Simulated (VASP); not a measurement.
Here is a VASP 6.6.1 calculation.

File INCAR:

```
ALGO     = Normal         # electronic algorithm
EDIFF    = 1E-6           # SCF threshold, eV
ENCUT    = 520            # plane-wave cutoff, eV
ISIF     = 2              # what is computed and relaxed
ISMEAR   = -1             # smearing method
LASPH    = T              # aspherical terms in the spheres
LCHARG   = F              # write CHGCAR
LREAL    = F              # projectors in reciprocal space
LWAVE    = F              # write WAVECAR
NBANDS   = 11             # bands
NELM     = 60             # most SCF steps
PREC     = Accurate       # precision mode
SIGMA    = 0.05           # smearing width, eV
```

File KPOINTS:

```
k-points
0
Gamma
  10 10 10
```

POSCAR

```
Hf
1.0
   -1.7681529262      1.7681529262      1.7681529262
    1.7681529262     -1.7681529262      1.7681529262
    1.7681529262      1.7681529262     -1.7681529262
Hf
1
Direct
    0.0000000000      0.0000000000      0.0000000000
```

Potentials or basis: VASP PAW LDA potentials, release 64 (Hf_pv).

Launch:

```bash
$ cat potpaw_LDA.64/Hf_pv/POTCAR > POTCAR
$ mpirun -np 1 vasp_std > vasp.out
```

Problem. What does it give for the band gap on the k mesh?

Solution. Zero (band 5 reaches 5.98 eV, above the bottom of band 6 at 3.76 eV).

Problem. What does it give for the pressure?

Solution. -7.8 GPa.

Caveat: spin-orbit coupling is left out, which moves the levels of the heavy elements.
